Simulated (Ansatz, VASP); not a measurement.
# Two plane-wave programs on CsSi4Sb2

Contents of INCAR:

```
SYSTEM = CsSi4Sb2
PREC = Accurate
ENCUT = 600
EDIFF = 1E-6
ISMEAR = 0
SIGMA = 0.2
LREAL = .FALSE.
LASPH = .TRUE.
NELM = 60
ALGO = Normal
ISIF = 3
LWAVE = .FALSE.
LCHARG = .FALSE.
GGA = PE
IBRION = 2
NSW = 36
EDIFFG = -0.08
```

KPOINTS

```
Automatic mesh
0
G
  4 4 4
  0 0 0
```

The input POSCAR:

```
CsSi4Sb2
1.0
   -3.5291704600      3.5291704600      3.1149842200
    3.5291704600     -3.5291704600      3.1149842200
    3.5291704600      3.5291704600     -3.1149842200
Cs Si Sb
1 4 2
Direct
    0.0000000000      0.0000000000      0.0000000000
    0.7428534000      0.5000000000      0.2428534000
    0.5000000000      0.7428534000      0.2428534000
    0.5000000000      0.2571466000      0.7571466000
    0.2571466000      0.5000000000      0.7571466000
    0.2500000000      0.7500000000      0.5000000000
    0.7500000000      0.2500000000      0.5000000000
```

Input for Ansatz:

```yaml
crystal:
  lattice:
    - [-3.52917046, 3.52917046, 3.11498422]
    - [3.52917046, -3.52917046, 3.11498422]
    - [3.52917046, 3.52917046, -3.11498422]
  atoms:
    - { symbol: Cs, position: [0.0, 0.0, 0.0] }
    - { symbol: Si, position: [0.7428534, 0.5, 0.2428534] }
    - { symbol: Si, position: [0.5, 0.7428534, 0.2428534] }
    - { symbol: Si, position: [0.5, 0.2571466, 0.7571466] }
    - { symbol: Si, position: [0.2571466, 0.5, 0.7571466] }
    - { symbol: Sb, position: [0.25, 0.75, 0.5] }
    - { symbol: Sb, position: [0.75, 0.25, 0.5] }
basis:
  ecutwfc: 420
kpoints:
  mp_grid: { grid: [4, 4, 4] }
hamiltonian:
  xc: pbe
scf:
  occupations: { method: gaussian, width: 0.2 }
  lower_state_search: "off"
output:
  forces: true
  stress: true
  eigenvalues: true
relax:
  adjacent_minimum: "off"
  f_tol: 0.08
  max_steps: 16
  cell: { stress_tol: 0.8 }
```

Change from the starting cell: species swapped into the BaNi2P4 type (I4/mmm, No. 139).

Alike in both runs: task relaxation of cell and atoms; functional PBE; k mesh 4 × 4 × 4; occupations gaussian, width 0.2 eV; no spin polarisation.

```csv
,VASP,Ansatz
version,VASP 6.6.1,Ansatz 0.2.0
potentials or method,"VASP PAW PBE potentials, release 64 (Cs_sv, Si, Sb), cutoff 600 eV","scalar-relativistic, plane waves, PAW"
valence electrons in the cell,35,55
```

VASP gave:

| Quantity | Value |
| --- | --- |
| gap on the k mesh at the Fermi level, each at its own relaxed structure (eV) | none |
| relaxed volume (Å³/atom) | 28.84 |
| relaxed length of the cell vector where the two differ most in proportion (Å) | 6.405 |

Question: Which values does Ansatz return?

Answer: gap on the k mesh at the Fermi level, each at its own relaxed structure (eV): none; relaxed volume (Å³/atom): 28.61; relaxed length of the cell vector where the two differ most in proportion (Å): 6.387.

A gap of «none» marks a metal or a gap that the smearing closes. VASP's potentials hold 35 valence electrons a cell and Ansatz's 55, so a difference there can come from the potentials and not from the codes.

Neither program's run includes spin-orbit coupling. Noted on VASP's run: the volume moved by over 15 % at a fixed basis, so the end points are rough.
